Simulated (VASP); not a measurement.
Here is a VASP 6.6.1 calculation.

File INCAR:

```
PREC = Accurate ; ENCUT = 520
EDIFF = 1E-7 ; ISMEAR = -1
SIGMA = 0.03 ; LREAL = False
LASPH = True ; NELM = 60
ALGO = Normal ; ISIF = 2
LWAVE = False ; LCHARG = True
LELF = True ; LVHAR = True
NBANDS = 14
```

Contents of KPOINTS:

```
regular mesh
0
Gamma
  9 9 9
```

Contents of POSCAR:

```
HfN
1.0
    0.0000000000      2.2560000000      2.2560000000
    2.2560000000      0.0000000000      2.2560000000
    2.2560000000      2.2560000000      0.0000000000
Hf N
1 1
Direct
   -0.0300000000     -0.0300000000      0.0300000000
    0.5300000000      0.5300000000      0.4700000000
```

Potentials or basis: VASP PAW LDA potentials, release 64 (Hf_pv, N).

Run with:

```console
$ cat potpaw_LDA.64/Hf_pv/POTCAR potpaw_LDA.64/N/POTCAR > POTCAR
$ mpirun -np 1 vasp_std > vasp.out
```

What does it give for the largest force?

3.422 eV/Å.

Estimate the pressure.

0.7 GPa.

Forces on the atoms (eV/Å):
```
Hf   0.000  0.000  3.422
N    0.000  0.000 -3.422
```

Caveat: the cell differs from its parent crystal (shortest bond scaled by 0.88); forces of over 1 eV/Å act on the atoms, so gaps and moduli don't describe the material at rest.
